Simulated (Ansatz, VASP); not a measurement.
# AlCo: VASP beside Ansatz

INCAR

```
PREC     = Accurate       # precision mode
ENCUT    = 520            # plane-wave cutoff, eV
EDIFF    = 1E-6           # SCF threshold, eV
ISMEAR   = 0              # smearing method
SIGMA    = 0.15           # smearing width, eV
LREAL    = F              # projectors in reciprocal space
LASPH    = T              # aspherical terms in the spheres
NELM     = 60             # most SCF steps
ALGO     = Fast           # electronic algorithm
ISIF     = 2              # what is computed and relaxed
LWAVE    = F              # write WAVECAR
LCHARG   = F              # write CHGCAR
GGA      = PE             # functional
NBANDS   = 20             # bands
```

File KPOINTS:

```
regular mesh
0
Gamma
  22 16 16
```

The input POSCAR:

```
AlCo
1.0
   -2.8519023960      0.0000000000      0.0000000000
    0.0000000000      2.8519023960      2.8519023960
    0.0000000000      2.8519023960     -2.8519023960
Al Co
2 2
Direct
    0.0000000000      0.0332069935     -0.0332069935
    0.0000000000      0.4667930065      0.5332069935
    0.5000000000      0.5394473528      0.0394473528
    0.5000000000     -0.0394473528      0.4605526472
```

Input for Ansatz:

```yaml
crystal:
  lattice:
    - [-2.851902396, 0.0, 0.0]
    - [0.0, 2.851902396, 2.851902396]
    - [0.0, 2.851902396, -2.851902396]
  atoms:
    - { symbol: Al, position: [0.0, 0.0332069935, -0.0332069935] }
    - { symbol: Al, position: [0.0, 0.4667930065, 0.5332069935] }
    - { symbol: Co, position: [0.5, 0.5394473528, 0.0394473528] }
    - { symbol: Co, position: [0.5, -0.0394473528, 0.4605526472] }
basis:
  ecutwfc: 420
kpoints:
  mp_grid: { grid: [22, 16, 16] }
hamiltonian:
  xc: pbe
scf:
  occupations: { method: gaussian, width: 0.15 }
output:
  forces: true
  stress: true
  eigenvalues: true
```

Change from the starting cell: mode 4 (186.2 1/cm) frozen in, largest displacement +0.225 Å.

Alike in both runs: task single point; functional PBE; k mesh 22 × 16 × 16; occupations gaussian, width 0.15 eV; no spin polarisation.

```csv
,VASP,Ansatz
version,VASP 6.6.1,Ansatz 0.2.0
potentials or method,"VASP PAW PBE potentials, release 64 (Al, Co), cutoff 520 eV","scalar-relativistic, plane waves, PAW"
valence electrons in the cell,24,40
```

|  | VASP | Ansatz | Ansatz less VASP |
| --- | --- | --- | --- |
| gap on the k mesh at the Fermi level (eV) | none | none | - |
| pressure (GPa) | 4.0 | 4.3 | +0.25 |
| traceless stress, the component that is largest in VASP (GPa) | -7.21 | -7.30 | -0.089 |
| rms of the force components (eV/Å) | 0.831 | 0.837 | +0.0066 |

Atom by atom the forces differ by 0.011 eV/Å (rms over components). A gap of «none» marks a metal or a gap that the smearing closes. With one functional, cell and mesh, what is left measures potentials, basis and numerics. VASP's potentials hold 24 valence electrons a cell and Ansatz's 40, so a difference there can come from the potentials and not from the codes.
